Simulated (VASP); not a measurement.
The system is AgCl (Chlorargyrite).

```xyz
2
Lattice="0.0000 2.7732 2.7732 2.7732 0.0000 2.7732 2.7732 2.7732 0.0000" Properties=species:S:1:pos:R:3 pbc="T T T"
Ag    0.0000    0.0000    0.0000
Cl    2.7732    2.7732    2.7732
```

Base run:

- Program: VASP 6.6.1
- Functional: r2SCAN
- Potentials or basis: VASP PAW PBE potentials, release 64 (Ag, Cl)
- Cutoff: 520 eV
- k mesh: 6 × 6 × 6
- Occupations: gaussian, width 0.01 eV
- Spin: no spin polarisation

Its results: band gap on the k mesh 1.42 eV, indirect (least direct gap 3.80 eV); pressure -0.1 GPa.

**Question.** The run is repeated on the same cell with these changes: functional from r2SCAN to HSE06; further incar settings from ALGO = Normal; EDIFF = 1e-06; NBANDS = 16 to ALGO = Normal; EDIFF = 1e-07; NBANDS = 16. What comes out?

**Answer.** Band gap on the k mesh 2.39 eV, indirect (least direct gap 4.63 eV); pressure 1.2 GPa.

Caveats: the PAW data sets were made with another functional, which shifts forces and pressure a little.

A k mesh can miss the band edges.
